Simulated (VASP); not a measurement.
# HCl (Fm-3m) in VASP: notebook, part 2 of 2

VASP 6.6.1. Earlier steps stand in the parts before.

### Step 3. Single point, PBEsol (11.29 Å³/atom)

This run uses another cell than the first one, of 11.29 Å³/atom.

Contents of INCAR:

```
SYSTEM = HCl
PREC = Accurate
ENCUT = 520
EDIFF = 1E-6
ISMEAR = 0
SIGMA = 0.1
LREAL = .FALSE.
LASPH = .TRUE.
NELM = 100
ALGO = Normal
ISIF = 2
LWAVE = .FALSE.
LCHARG = .TRUE.
GGA = PS
LELF = .TRUE.
LVHAR = .TRUE.
NBANDS = 11
```

Contents of KPOINTS:

```
regular mesh
0
G
  16 16 16
  0 0 0
```

Contents of POSCAR:

```
HCl
1.0
    0.0000000000      2.2436017201      2.2436017201
    2.2436017201      0.0000000000      2.2436017201
    2.2436017201      2.2436017201      0.0000000000
H Cl
1 1
Direct
    0.0000000000      0.0000000000      0.0000000000
    0.5000000000      0.5000000000      0.5000000000
```

Potentials or basis: VASP PAW PBE potentials, release 64 (H, Cl).

Command:

```bash
$ cat potpaw_PBE.64/H/POTCAR potpaw_PBE.64/Cl/POTCAR > POTCAR
$ mpirun -np 1 vasp_std > vasp.out
```

OUTCAR:

```text
SYSTEM = HCl
   PREC = Accurate
   ENCUT = 520
   EDIFF = 1E-6
   ISMEAR = 0
   LREAL = .FALSE.
   LASPH = .TRUE.
   NELM = 100
   ISIF = 2
   GGA = PS

 ion  position               nearest neighbor table
   1  0.000  0.000  0.000-
   2  0.500  0.500  0.500-

  LATTYP: Found a face centered cubic cell.
 ALAT       =     4.4872034402

  Lattice vectors:

 A1 = (   0.0000000000,   2.2436017201,   2.2436017201)
 A2 = (   2.2436017201,   0.0000000000,   2.2436017201)
 A3 = (   2.2436017201,   2.2436017201,   0.0000000000)

Analysis of symmetry for initial positions (statically):
=====================================================================
 Subroutine PRICEL returns:
 Original cell was already a primitive cell.

 Routine SETGRP: Setting up the symmetry group for a
 face centered cubic supercell.

 Subroutine GETGRP returns: Found 48 space group operations
 (whereof 48 operations were pure point group operations)
 out of a pool of 48 trial point group operations.

The static configuration has the point symmetry O_h .

[... 167 lines left out ...]
 k-point     1 :       0.0000    0.0000    0.0000
  band No.  band energies     occupation
      1     -13.0225      2.00000
      2       3.0222      0.23607
      3       3.0222      0.23607
      4       3.0222      0.23607
      5       3.8608      0.00000
      6      15.6142      0.00000
      7      15.6142      0.00000
      8      15.6142      0.00000
      9      19.3242      0.00000
     10      19.3242      0.00000
     11      19.5646      0.00000
[... 309 lines left out ...]
 k-point    24 :      -0.0625    0.0625    0.0000
  band No.  band energies     occupation
      1     -12.8806      2.00000
      2       1.6223      2.00000
      3       2.8387      1.84167
      4       3.0172      0.26575
      5       5.0327      0.00000
      6      15.0494      0.00000
      7      15.7499      0.00000
      8      15.8168      0.00000
      9      18.0206      0.00000
     10      18.4522      0.00000
     11      19.5842      0.00000

 [... further k-points ...]

------------------------ aborting loop because EDIFF is reached ----------------------------------------

  FORCE on cell =-STRESS in cart. coord.  units (eV):
  Direction    XX          YY          ZZ          XY          YZ          ZX
  --------------------------------------------------------------------------------------
  -------------------------------------------------------------------------------------
  Total       -0.2804878     -0.2804878     -0.2804878      0.0000000      0.0000000      0.0000000
  in kB      -19.8956113    -19.8956113    -19.8956113      0.0000000      0.0000000      0.0000000
  external PRESSURE =     -19.8956113 kB  Pullay stress =       0.0000000 kB

 VOLUME and BASIS-vectors are now :
 -----------------------------------------------------------------------------
  energy-cutoff  :      520.00
  volume of cell :       22.59
      direct lattice vectors                 reciprocal lattice vectors
     0.000000000  2.243601720  2.243601720    -0.222855953  0.222855953  0.222855953
     2.243601720  0.000000000  2.243601720     0.222855953 -0.222855953  0.222855953
     2.243601720  2.243601720  0.000000000     0.222855953  0.222855953 -0.222855953

 POSITION                                       TOTAL-FORCE (eV/Angst)
 -----------------------------------------------------------------------------------
      0.00000      0.00000      0.00000         0.000000     -0.000000     -0.000000
      2.24360      2.24360      2.24360         0.000000      0.000000      0.000000
 -----------------------------------------------------------------------------------
    total drift:                               -0.000000     -0.000000      0.000000

  FREE ENERGIE OF THE ION-ELECTRON SYSTEM (eV)
  ---------------------------------------------------
  free  energy   TOTEN  =        -4.1112150378 eV

  energy  without entropy=       -4.1081359122  energy(sigma->0) =       -4.10967548
```

OSZICAR:

```text
N       E                     dE             d eps       ncg     rms          rms(c)
DAV:   1     0.262160549894E+02    0.26216E+02   -0.36004E+03  3214   0.608E+02
DAV:   2    -0.310979563785E+01   -0.29326E+02   -0.27828E+02  4052   0.113E+02
DAV:   3    -0.426259792256E+01   -0.11528E+01   -0.11487E+01  3964   0.233E+01
DAV:   4    -0.426738122336E+01   -0.47833E-02   -0.47829E-02  3669   0.179E+00
DAV:   5    -0.426741006741E+01   -0.28844E-04   -0.28844E-04  3846   0.135E-01    0.545E+00
DAV:   6    -0.411775888102E+01    0.14965E+00   -0.50278E-01  3477   0.218E+00    0.337E+00
DAV:   7    -0.411188114068E+01    0.58777E-02   -0.21022E-02  3828   0.566E-01    0.153E+00
DAV:   8    -0.411120433417E+01    0.67681E-03   -0.35935E-03  3381   0.365E-01    0.201E-01
DAV:   9    -0.411120978310E+01   -0.54489E-05   -0.39633E-05  3915   0.449E-02    0.173E-01
DAV:  10    -0.411121287762E+01   -0.30945E-05   -0.42507E-05  3439   0.370E-02    0.715E-02
DAV:  11    -0.411121508080E+01   -0.22032E-05   -0.65340E-06  3696   0.121E-02    0.235E-02
DAV:  12    -0.411121503782E+01    0.42982E-07   -0.19338E-07  1784   0.361E-03
   1 F= -.41112150E+01 E0= -.41096755E+01  d E =-.307913E-02
```

stdout:

```text
POSCAR found type information on POSCAR H Cl
 POSCAR found :  2 types and       2 ions
 scaLAPACK will be used
 -----------------------------------------------------------------------------
|                                                                             |
|                                                                             |
|     You enforced a specific xc type in the INCAR file but a different       |
|     I HOPE YOU KNOW WHAT YOU ARE DOING!                                     |
|                                                                             |
 -----------------------------------------------------------------------------

 LDA part: xc-table for (Slater+PW92), standard interpolation
 POSCAR, INCAR and KPOINTS ok, starting setup
 FFT: planning ... GRIDC
 FFT: planning ... GRID_SOFT
 FFT: planning ... GRID
 WAVECAR not read
 entering main loop
```

It took 26 s on 1 thread of Intel Xeon 8259CL, shared host; peak memory 0.16 GiB.

Results:

* Free energy: -4.1112 eV
* Pressure: -2.0 GPa
* Band gap on the k mesh: zero (bands 4 and 5 overlap by 1.33 eV)

Levels at points of the mesh, in eV from the Fermi level:
| k point | band 1 | band 2 | band 3 | band 4 | band 5 | band 6 | band 7 | band 8 | band 9 |
| --- | --- | --- | --- | --- | --- | --- | --- | --- | --- |
| (0.00, 0.00, 0.00) | -15.96 | 0.08 | 0.08 | 0.08 | 0.92 | 12.68 | 12.68 | 12.68 | 16.39 |
| (0.50, 0.00, 0.00) | -14.06 | -6.73 | -0.44 | -0.44 | 4.44 | 8.07 | 11.04 | 11.04 | 18.61 |
| (0.50, 0.50, 0.00) | -13.56 | -4.75 | -1.80 | -1.80 | -1.24 | 7.96 | 17.38 | 19.53 | 19.64 |

Caveat: the PAW data sets were made with another functional, which shifts forces and pressure a little.

### Step 4. Single point, PBEsol (11.62 Å³/atom)

This run uses another cell than the first one, of 11.62 Å³/atom.

Contents of INCAR:

```
PREC = Accurate
ENCUT = 520
EDIFF = 1E-6
ISMEAR = 0
SIGMA = 0.1
LREAL = F
LASPH = T
NELM = 100
ALGO = Normal
ISIF = 2
LWAVE = F
LCHARG = F
GGA = PS
NBANDS = 11
```

Contents of KPOINTS:

```
regular mesh
0
Gamma
  16 16 16
```

Contents of POSCAR:

```
HCl
1.0
    0.0000000000      2.2651761370      2.2651761370
    2.2651761370      0.0000000000      2.2651761370
    2.2651761370      2.2651761370      0.0000000000
H Cl
1 1
Direct
    0.0000000000      0.0000000000      0.0000000000
    0.5000000000      0.5000000000      0.5000000000
```

Command:

```bash
$ cat potpaw_PBE.64/H/POTCAR potpaw_PBE.64/Cl/POTCAR > POTCAR
$ mpirun -np 1 vasp_std > vasp.out
```

Run time: 30 s. Hardware: 1 thread of Intel Xeon 8259CL, shared host; peak memory 0.16 GiB.

It converged, with:

```
Free energy            : -4.1004 eV
Pressure               : -3.6 GPa
Band gap on the k mesh : zero (bands 4 and 5 overlap by 1.23 eV)
```

Levels at points of the mesh, in eV from the Fermi level:
```tsv
k point	band 2	band 3	band 4	band 5	band 6	band 7
(0.00, 0.00, 0.00)	0.07	0.07	0.07	0.82	12.69	12.69
(0.50, 0.00, 0.00)	-6.49	-0.43	-0.43	4.33	8.06	11.07
(0.50, 0.50, 0.00)	-4.55	-1.72	-1.72	-1.15	8.07	17.04
```

Caveat: the cell stands under tension; the PAW data sets were made with another functional, which shifts forces and pressure a little.

### Step 5. Relaxation of cell and atoms, PBEsol

This run uses another cell than the first one, of 11.07 Å³/atom.

Contents of INCAR:

```
  ALGO = Normal
  EDIFF = 1E-6
  EDIFFG = -0.005
  ENCUT = 600
  GGA = PS
  IBRION = 2
  ISIF = 3
  ISMEAR = 0
  LASPH = True
  LCHARG = False
  LREAL = False
  LWAVE = False
  NELM = 100
  NSW = 100
  PREC = Accurate
  SIGMA = 0.1
```

Contents of KPOINTS:

```
k-points
0
Gamma
  16 16 16
```

Contents of POSCAR:

```
HCl
1.0
    0.0000000000      2.2283801594      2.2283801594
    2.2283801594      0.0000000000      2.2283801594
    2.2283801594      2.2283801594      0.0000000000
H Cl
1 1
Direct
    0.0000000000      0.0000000000      0.0000000000
    0.5000000000      0.5000000000      0.5000000000
```

Command:

```bash
$ cat potpaw_PBE.64/H/POTCAR potpaw_PBE.64/Cl/POTCAR > POTCAR
$ mpirun -np 1 vasp_std > vasp.out
```

Wall time 1.9 min (1 thread of Intel Xeon 8259CL, shared host); peak memory 0.17 GiB.

It converged, with:

```yaml
Free_energy: -4.1153 eV
Relaxed_volume: 10.96 Å³/atom
Relaxed_cell: a = 3.141 Å, b = 3.141 Å, c = 3.141 Å, α = 60.00°, β = 60.00°, γ = 60.00°
Space_group_after_relaxing_to_0.1_Å: Fm-3m (No. 225)
Energy_gained_by_relaxing: 0.2 meV/atom
Ionic_steps: 5
Pressure_after_relaxing: 0.0 GPa
Band_gap_on_the_k_mesh: zero (bands 4 and 5 overlap by 1.44 eV)
```

Step by step:
| step | energy change (eV) | largest force (eV/Å) | pressure (GPa) | volume (Å³) |
| --- | --- | --- | --- | --- |
| 1 | 0.0000 | 0.0000 | -0.63 | 22.13 |
| 2 | -0.0004 | 0.0000 | -0.18 | 21.99 |
| 3 | -0.0004 | 0.0000 | -0.09 | 21.94 |
| 4 | -0.0004 | 0.0000 | 0.26 | 21.84 |
| 5 | -0.0004 | 0.0000 | 0.02 | 21.92 |

Final structure:
```cif
data_structure
_symmetry_space_group_name_H-M 'P 1'
_symmetry_Int_Tables_number 1
_cell_length_a 3.1412
_cell_length_b 3.1412
_cell_length_c 3.1412
_cell_angle_alpha 60.000
_cell_angle_beta 60.000
_cell_angle_gamma 60.000
_cell_volume 21.92
loop_
_atom_site_label
_atom_site_type_symbol
_atom_site_fract_x
_atom_site_fract_y
_atom_site_fract_z
_atom_site_occupancy
H1 H 0.00000 0.00000 0.00000 1
Cl1 Cl 0.50000 0.50000 0.50000 1
```

Levels at points of the mesh, in eV from the Fermi level:
```
           k point  band 1  band 2  band 3  band 4  band 5  band 6  band 7  band 8
(0.00, 0.00, 0.00)  -16.21    0.10    0.10    0.10    1.03   12.65   12.65   12.65
(0.50, 0.00, 0.00)  -14.17   -7.00   -0.45   -0.45    4.55    8.07   11.00   11.00
(0.50, 0.50, 0.00)  -13.64   -4.97   -1.88   -1.88   -1.35    7.84   17.75   19.68
```

Caveat: the PAW data sets were made with another functional, which shifts forces and pressure a little.

### Step 6. Overview

```tsv
task	cell	cutoff (eV)	gap on the mesh (eV)	pressure (GPa)
single point	a = 3.142 Å, angles 60.0°, 2 atoms	520	none	-0.1
single point	a = 3.173 Å, angles 60.0°, 2 atoms	520	none	-2.0
single point	a = 3.203 Å, angles 60.0°, 2 atoms	520	none	-3.6
relaxation of cell and atoms	relaxed from a = 3.151 Å, angles 60.0°, 2 atoms	600	none	0.0
```

Alike in all rows: level PBEsol; potentials or basis VASP PAW PBE potentials, release 64 (H, Cl); no spin polarisation; k mesh 16 × 16 × 16; smearing gaussian 0.1 eV.

Caveats: the PAW data sets were made with another functional, which shifts forces and pressure a little; the cell stands under tension (at least some runs).

Total energies depend on the potentials used, so only differences within one code and one set of settings carry meaning.
